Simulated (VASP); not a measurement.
Input of a VASP 6.6.1 run:

The input INCAR:

```
PREC = Accurate
ENCUT = 600
EDIFF = 1E-6
ISMEAR = 0
SIGMA = 0.1
LREAL = False
LASPH = True
NELM = 100
ALGO = Normal
ISIF = 3
LWAVE = False
LCHARG = False
GGA = PE
IBRION = 2
NSW = 90
EDIFFG = -0.04
```

The input KPOINTS:

```
regular mesh
0
Gamma
  4 4 6
```

The input POSCAR:

```
YAuS2
1.0
    4.7520000000      0.0000000000      0.0000000000
    0.0000000000      4.7520000000      0.0000000000
    0.0000000000      0.0000000000      3.3960265000
Y S Au
1 2 1
Direct
    0.5000000000      0.5000000000      0.5000000000
    0.5000000000      0.0000000000      0.0000000000
    0.0000000000      0.5000000000      0.0000000000
    0.0000000000      0.0000000000      0.0000000000
```

Potentials or basis: VASP PAW PBE potentials, release 64 (Y_sv, S, Au).

Command:

```bash
$ cat potpaw_PBE.64/Y_sv/POTCAR potpaw_PBE.64/S/POTCAR potpaw_PBE.64/Au/POTCAR > POTCAR
$ mpirun -np 1 vasp_std > vasp.out
```

(1) Estimate the space group after relaxing (to 0.1 Å).

(2) Predict the band gap on the k mesh.

Results:

(1) P4/mmm (No. 123).

(2) zero (bands 17 and 18 overlap by 2.54 eV).

Caveat: spin-orbit coupling is left out, which moves the levels of the heavy elements.
